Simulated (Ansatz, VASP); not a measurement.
# Two plane-wave programs on ZnAu

```
Au Zn
1.0
     3.14700    0.00000    0.00000
     0.00000    3.14700    0.00000
     0.00000    0.00000    3.14700
Au Zn
1 1
Direct
  0.00000 0.00000 0.00000
  0.50000 0.50000 0.50000
```

Alike in both runs: task single point; functional RPBE; k mesh 8 × 8 × 8; occupations gaussian, width 0.1 eV; no spin polarisation.

```csv
,VASP,Ansatz
version,VASP 6.6.1,Ansatz 0.2.0
potentials or method,"VASP PAW PBE potentials, release 64 (Au, Zn)",Ansatz PAW
plane-wave cutoff (eV),520,420
valence electrons in the cell,23,31
```

```csv
,VASP,Ansatz,Ansatz less VASP
gap on the k mesh at the Fermi level (eV),none,none,-
pressure (GPa),9.1,9.0,-0.16
```

VASP's potentials were made for PBE, not for RPBE. A gap of «none» marks a metal or a gap that the smearing closes. With one functional, cell and mesh, what is left measures potentials, basis and numerics. VASP's potentials hold 23 valence electrons a cell and Ansatz's 31, so a difference there can come from the potentials and not from the codes.

Spin-orbit coupling is off throughout.
